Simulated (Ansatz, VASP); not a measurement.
# One calculation of Ag, two programs

```xyz
1
Lattice="0.0000 1.9668 1.9668 1.9668 0.0000 1.9668 1.9668 1.9668 0.0000" Properties=species:S:1:pos:R:3 pbc="T T T"
Ag    0.0000    0.0000    0.0000
```

Change from the starting cell: volume scaled by 0.88, PAW files.

Alike in both runs: task single point; functional r2SCAN; k mesh 18 × 18 × 18; occupations fermi-dirac, width 0.1 eV; no spin polarisation.

|  | VASP | Ansatz |
| --- | --- | --- |
| version | VASP 6.6.1 | Ansatz 0.2.0 |
| potentials or method | VASP PAW PBE potentials, release 64 (Ag) | PAW with Ansatz's default frozen-core files, scalar-relativistic |
| plane-wave cutoff (eV) | 520 | 500 |
| valence electrons in the cell | 11 | 19 |

VASP gave:

| Item | Value |
| --- | --- |
| pressure (GPa) | 19.5 |

Task: Estimate Ansatz's values.

Result: Pressure (GPa): 19.0.

VASP's potentials were made for PBE, not for r2SCAN. VASP's potentials hold 11 valence electrons a cell and Ansatz's 19, so a difference there can come from the potentials and not from the codes.
